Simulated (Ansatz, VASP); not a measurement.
## CdTe: VASP beside Ansatz

```
Cd Te
1.0
     0.00000    2.85547    4.03764
     2.85547    0.00000    4.03764
     2.85547    2.85547    0.00000
Cd Te
1 1
Direct
  0.00000 0.00000 0.00000
  0.75000 0.75000 0.75000
```

Alike in both runs: task single point; functional r2SCAN; k mesh 8 × 8 × 8; occupations gaussian, width 0.05 eV; no spin polarisation.

|  | VASP | Ansatz |
| --- | --- | --- |
| version | VASP 6.6.1 | Ansatz 0.2.0 |
| potentials or method | VASP PAW PBE potentials, release 64 (Cd, Te), cutoff 520 eV | scalar-relativistic, plane waves, PAW |
| valence electrons in the cell | 18 | 36 |

Ansatz gave:

```
gap on the k mesh at the Fermi level (eV)                     : none
pressure (GPa)                                                : 1.5
traceless stress, the component that is largest in VASP (GPa) : -7.29
```

**Question.** Estimate VASP's values.

**Answer.** gap on the k mesh at the Fermi level (eV): none; pressure (GPa): 1.6; traceless stress, the component that is largest in VASP (GPa): -7.28.

VASP's potentials were made for PBE, not for r2SCAN. A gap of «none» marks a metal or a gap that the smearing closes. VASP's potentials hold 18 valence electrons a cell and Ansatz's 36, so a difference there can come from the potentials and not from the codes.

Neither program's run includes spin-orbit coupling.
